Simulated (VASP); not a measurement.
# RbBr (Fm-3m) in VASP: a series of runs

RbBr is run at these levels: r2SCAN, PBE; tasks: single point, relaxation of cell and atoms.

Program: VASP 6.6.1. These are calculated values, not measurements. Logs are shortened: lines on timing, memory, paths and dates and some standing lists are left out, and cuts for length are marked.

### 1 The cell of the first run

Symmetry: Fm-3m, No. 225, cubic system. The conventional cell has a = 7.017 Å, b = 7.017 Å, c = 7.017 Å, α = 90.00°, β = 90.00°, γ = 90.00°. Within 4.6 Å of Rb (site symmetry m-3m) lie 6 Br at 3.51 Å. Within 4.6 Å of Br (site symmetry m-3m) lie 6 Rb at 3.51 Å.

### 2 Single point, r2SCAN

POSCAR

```
RbBr
1.0
    0.0000000000      3.5087293501      3.5087293501
    3.5087293501      0.0000000000      3.5087293501
    3.5087293501      3.5087293501      0.0000000000
Rb Br
1 1
Direct
    0.0000000000      0.0000000000      0.0000000000
    0.5000000000      0.5000000000      0.5000000000
```

INCAR.step1

```
SYSTEM = RbBr
ALGO = Normal
EDIFF = 1E-5
ENCUT = 550
GGA = PE
GGA_COMPAT = .FALSE.
ISMEAR = 0
LASPH = .TRUE.
LCHARG = .FALSE.
LREAL = .FALSE.
LWAVE = .TRUE.
NBANDS = 15
NELM = 120
PREC = Accurate
SIGMA = 0.02
```

INCAR.step2

```
SYSTEM = RbBr
ALGO = Normal
EDIFF = 1E-6
ENCUT = 550
GGA_COMPAT = .FALSE.
ISIF = 2
ISMEAR = 0
ISTART = 1
LASPH = .TRUE.
LCHARG = .TRUE.
LELF = .TRUE.
LMIXTAU = .TRUE.
LREAL = .FALSE.
LVHAR = .TRUE.
LWAVE = .FALSE.
METAGGA = R2SCAN
NBANDS = 15
NELM = 120
PREC = Accurate
SIGMA = 0.02
```

KPOINTS

```
k-points
0
G
  6 6 6
  0 0 0
```

Potentials or basis: VASP PAW PBE potentials, release 64 (Rb_sv, Br).

The run is started by

```
$ cat potpaw_PBE.64/Rb_sv/POTCAR potpaw_PBE.64/Br/POTCAR > POTCAR
$ cp INCAR.step1 INCAR
$ mpirun -np 1 vasp_std > vasp.out
$ cp INCAR.step2 INCAR
$ mpirun -np 1 vasp_std > vasp.out
```

OUTCAR:

```text
SYSTEM = RbBr
   EDIFF = 1E-6
   ENCUT = 550
   ISIF = 2
   ISMEAR = 0
   ISTART = 1
   LASPH = .TRUE.
   LREAL = .FALSE.
   METAGGA = R2SCAN
   NELM = 120
   PREC = Accurate

 ion  position               nearest neighbor table
   1  0.000  0.000  0.000-   2 3.51   2 3.51   2 3.51   2 3.51   2 3.51   2 3.51
   2  0.500  0.500  0.500-   1 3.51   1 3.51   1 3.51   1 3.51   1 3.51   1 3.51

  LATTYP: Found a face centered cubic cell.
 ALAT       =     7.0174587002

  Lattice vectors:

 A1 = (   0.0000000000,   3.5087293501,   3.5087293501)
 A2 = (   3.5087293501,   0.0000000000,   3.5087293501)
 A3 = (   3.5087293501,   3.5087293501,   0.0000000000)

Analysis of symmetry for initial positions (statically):
=====================================================================
 Subroutine PRICEL returns:
 Original cell was already a primitive cell.

 Routine SETGRP: Setting up the symmetry group for a
 face centered cubic supercell.

 Subroutine GETGRP returns: Found 48 space group operations
 (whereof 48 operations were pure point group operations)
 out of a pool of 48 trial point group operations.

The static configuration has the point symmetry O_h .

Analysis of symmetry for dynamics (positions and initial velocities):
=====================================================================
 Subroutine PRICEL returns:
 Original cell was already a primitive cell.

 Routine SETGRP: Setting up the symmetry group for a
 face centered cubic supercell.

 Subroutine GETGRP returns: Found 48 space group operations
 (whereof 48 operations were pure point group operations)
 out of a pool of 48 trial point group operations.

The dynamic configuration has the point symmetry O_h .

 Subroutine INISYM returns: Found 48 space group operations
 (whereof 48 operations are pure point group operations),
 and found     1 'primitive' translations

----------------------------------------------------------------------------------------

                                     Primitive cell

  volume of cell :      86.3932

  direct lattice vectors                    reciprocal lattice vectors
     0.000000000  3.508729350  3.508729350    -0.142501729  0.142501729  0.142501729
     3.508729350  0.000000000  3.508729350     0.142501729 -0.142501729  0.142501729
     3.508729350  3.508729350  0.000000000     0.142501729  0.142501729 -0.142501729

  length of vectors
     4.962092634  4.962092634  4.962092634     0.246820235  0.246820235  0.246820235

  position of ions in fractional coordinates (direct lattice)
     0.000000000  0.000000000  0.000000000
     0.500000000  0.500000000  0.500000000

  ion indices of the primitive-cell ions
   primitive index   ion index
                 1           1
                 2           2

----------------------------------------------------------------------------------------

 KPOINTS: k-points

Automatic generation of k-mesh.
 Grid dimensions read from file:
 generate k-points for:    6    6    6

 Generating k-lattice:

  Cartesian coordinates                     Fractional coordinates (reciprocal lattice)
    -0.023750288  0.023750288  0.023750288     0.166666667  0.000000000  0.000000000
     0.023750288 -0.023750288  0.023750288     0.000000000  0.166666667  0.000000000
     0.023750288  0.023750288 -0.023750288     0.000000000  0.000000000  0.166666667

  Length of vectors
     0.041136706  0.041136706  0.041136706

  Shift w.r.t. Gamma in fractional coordinates (k-lattice)
     0.000000000  0.000000000  0.000000000

 Subroutine IBZKPT returns following result:
 ===========================================

 Found     16 irreducible k-points:

 Following reciprocal coordinates:
            Coordinates               Weight
  0.000000  0.000000  0.000000      1.000000
  0.166667  0.000000  0.000000      8.000000
  0.333333  0.000000  0.000000      8.000000
  0.500000  0.000000  0.000000      4.000000
  0.166667  0.166667  0.000000      6.000000
  0.333333  0.166667  0.000000     24.000000
[... 8 lines left out ...]
 -0.333333  0.333333  0.166667     24.000000
 -0.333333  0.500000  0.166667     12.000000
   k-points           NKPTS =     16   k-points in BZ     NKDIM =     16   number of bands    NBANDS=     15
   number of dos      NEDOS =    301   number of ions     NIONS =      2
   total plane-waves  NPLWV =  64000
   dimension x,y,z NGX =    40 NGY =   40 NGZ =   40
   dimension x,y,z NGXF=    80 NGYF=   80 NGZF=   80
   ions per type =               1   1
   NGX,Y,Z   is equivalent  to a cutoff of  13.40, 13.40, 13.40 a.u.
   NGXF,Y,Z  is equivalent  to a cutoff of  26.80, 26.80, 26.80 a.u.
 SYSTEM =  RbBr
   PREC   = accura    normal or accurate (medium, high low for compatibility)
   ISTART =      1    job   : 0-new  1-cont  2-samecut
   ICHARG =      0    charge: 1-file 2-atom 10-const
   ISPIN  =      1    spin polarized calculation?
   LNONCOLLINEAR =      F non collinear calculations
   LSORBIT =      F    spin-orbit coupling
   LASPH  =      T    aspherical Exc in radial PAW
   ENCUT  =  550.0 eV  40.42 Ry    6.36 a.u.   9.49  9.49  9.49*2*pi/ulx,y,z
   NELM   =    120;   NELMIN=  2; NELMDL=  0     # of ELM steps
   EDIFF  = 0.1E-05   stopping-criterion for ELM
   LREAL  =      F    real-space projection
   EDIFFG = 0.1E-04   stopping-criterion for IOM
   NSW    =      0    number of steps for IOM
   IBRION =     -1    ionic relax: 0-MD 1-quasi-New 2-CG
   NFREE  =      0    steps in history (QN), initial steepest desc. (CG)
   ISIF   =      2    stress and relaxation
   ISYM   =      2    0-nonsym 1-usesym 2-fastsym
   POTIM  = 0.5000    time-step for ionic-motion
   TEBEG  =    0.0;   TEEND  =   0.0 temperature during run
   PSTRESS=    0.0 pullay stress
   NELECT =      16.0000    total number of electrons
   NUPDOWN=      -1.0000    fix difference up-down
   EMIN   =  10.00;   EMAX   =-10.00  energy-range for DOS
   EFERMI =   0.00;   METHOD = LEGACY
   ISMEAR =     0;   SIGMA  =   0.02  broadening in eV -4-tet -1-fermi 0-gaus
   EFERMI_NEDOS =   21; number of points for ismear=-14 and -15
   IALGO  =     38    algorithm
   IMIX   =      4    mixing-type and parameters
     AMIX     =   0.40;   BMIX     =  1.00
     AMIX_MAG =   1.60;   BMIX_MAG =  1.00
  volume/ion in A,a.u.               =      43.20       291.51
  Fermi-wavevector in a.u.,A,eV,Ry     =   0.933158  1.763412 11.847721  0.870783
  Thomas-Fermi vector in A             =   2.059830
   LORBIT       =      0    0 simple, 1 ext, 2 COOP (PROOUT), +10 PAW based schemes
   METAGGA = R2SCAN    functional components
   LHFCALC =     F    Hartree Fock is set to
   AEXX    =    0.0000 exact exchange contribution
   IVDW    =     0    specifies the selected vdW correction
   LEPSILON=     F    determine dielectric tensor
   LRPA    =     F    only Hartree local field effects (RPA)
 non-spin polarized calculation
 Gauss-broadening in eV      SIGMA  =   0.02
  energy-cutoff  :      550.00
  volume of cell :       86.39
 maximum number of plane-waves:      2637
 NGX is ok and might be reduce to    40
   NGX = 19   NGY = 19   NGZ = 19

 number of electron      15.9999999 magnetization

 Free energy of the ion-electron system (eV)
  ---------------------------------------------------
  ext. energy  EPLUGINS =         0.00000000
  ---------------------------------------------------
  free energy    TOTEN  =       -31.15078551 eV

  energy without entropy =      -31.15078551  energy(sigma->0) =      -31.15078551

 E-fermi :  -2.3147     XC(G=0):  -7.3302

 val. band max:       -2.4089244930   @ k =   0.0000   0.0000   0.0000
 cond. band min:       2.3811964179   @ k =   0.0000   0.0000   0.0000
 fundamental gap:      4.7901209109
 Fermi energy:        -2.3146709681

 k-point     1 :       0.0000    0.0000    0.0000
  band No.  band energies     occupation
      1     -27.7206      2.00000
      2     -14.9551      2.00000
      3     -11.2442      2.00000
      4     -11.2442      2.00000
      5     -11.2442      2.00000
      6      -2.4089      2.00000
      7      -2.4089      2.00000
      8      -2.4089      2.00000
      9       2.3812      0.00000
     10       5.4516      0.00000
     11       5.4516      0.00000
     12       5.4516      0.00000
     13       6.4702      0.00000
     14       6.4702      0.00000
     15       8.7475      0.00000

 k-point     2 :       0.1667    0.0000    0.0000
  band No.  band energies     occupation
      1     -27.7190      2.00000
      2     -14.9619      2.00000
      3     -11.2456      2.00000
      4     -11.2456      2.00000
      5     -11.2353      2.00000
      6      -2.6643      2.00000
      7      -2.4853      2.00000
      8      -2.4853      2.00000
      9       2.9682      0.00000
     10       5.2527      0.00000
     11       5.7704      0.00000
     12       5.7704      0.00000
     13       6.8414      0.00000
     14       6.8414      0.00000
     15       9.7677      0.00000

 k-point     3 :       0.3333    0.0000    0.0000
  band No.  band energies     occupation
      1     -27.7157      2.00000
      2     -14.9757      2.00000
      3     -11.2486      2.00000
      4     -11.2485      2.00000
      5     -11.2178      2.00000
      6      -3.0842      2.00000
      7      -2.6301      2.00000
      8      -2.6301      2.00000
      9       4.1522      0.00000
     10       5.2907      0.00000
     11       6.6584      0.00000
     12       6.6584      0.00000
     13       7.7662      0.00000
     14       7.7662      0.00000
     15       9.6209      0.00000
[... 199 lines left out ...]
 k-point    15 :      -0.3333    0.3333    0.1667
  band No.  band energies     occupation
      1     -27.7126      2.00000
      2     -14.9428      2.00000
      3     -11.3170      2.00000
      4     -11.3108      2.00000
      5     -11.2310      2.00000
      6      -2.9705      2.00000
      7      -2.7309      2.00000
      8      -2.6957      2.00000
      9       5.0056      0.00000
     10       5.2294      0.00000
     11       6.6993      0.00000
     12       6.9041      0.00000
     13       8.2939      0.00000
     14       9.0193      0.00000
     15       9.0974      0.00000

 k-point    16 :      -0.3333    0.5000    0.1667
  band No.  band energies     occupation
      1     -27.7121      2.00000
      2     -14.9241      2.00000
      3     -11.3593      2.00000
      4     -11.3184      2.00000
      5     -11.2476      2.00000
      6      -2.8093      2.00000
      7      -2.7608      2.00000
      8      -2.6598      2.00000
      9       4.3714      0.00000
     10       5.9084      0.00000
     11       5.9910      0.00000
     12       7.1099      0.00000
     13       8.2111      0.00000
     14       8.9548      0.00000
     15       9.3094      0.00000

------------------------ aborting loop because EDIFF is reached ----------------------------------------

  FORCE on cell =-STRESS in cart. coord.  units (eV):
  Direction    XX          YY          ZZ          XY          YZ          ZX
  --------------------------------------------------------------------------------------
  -------------------------------------------------------------------------------------
  Total       -0.2612692     -0.2612692     -0.2612692     -0.0000000     -0.0000000      0.0000000
  in kB       -4.8452838     -4.8452838     -4.8452838     -0.0000000     -0.0000000      0.0000000
  external PRESSURE =      -4.8452838 kB  Pullay stress =       0.0000000 kB

 VOLUME and BASIS-vectors are now :
 -----------------------------------------------------------------------------
  energy-cutoff  :      550.00
  volume of cell :       86.39
      direct lattice vectors                 reciprocal lattice vectors
     0.000000000  3.508729350  3.508729350    -0.142501729  0.142501729  0.142501729
     3.508729350  0.000000000  3.508729350     0.142501729 -0.142501729  0.142501729
     3.508729350  3.508729350  0.000000000     0.142501729  0.142501729 -0.142501729

 POSITION                                       TOTAL-FORCE (eV/Angst)
 -----------------------------------------------------------------------------------
      0.00000      0.00000      0.00000         0.000000      0.000000      0.000000
      3.50873      3.50873      3.50873        -0.000000      0.000000      0.000000
 -----------------------------------------------------------------------------------
    total drift:                                0.000000     -0.000000      0.000000

  FREE ENERGIE OF THE ION-ELECTRON SYSTEM (eV)
  ---------------------------------------------------
  free  energy   TOTEN  =       -31.1507855056 eV

  energy  without entropy=      -31.1507855056  energy(sigma->0) =      -31.15078551
```

It took 3.1 min on 1 thread of Intel Xeon 8259CL, shared host; peak memory 0.27 GiB.

What came out:

* Free energy: -31.1508 eV
* Pressure: -0.5 GPa
* Band gap on the k mesh: 4.79 eV

Caveat: the PAW data sets were made with another functional, which shifts forces and pressure a little.

(Continued in part 2 of 2.)
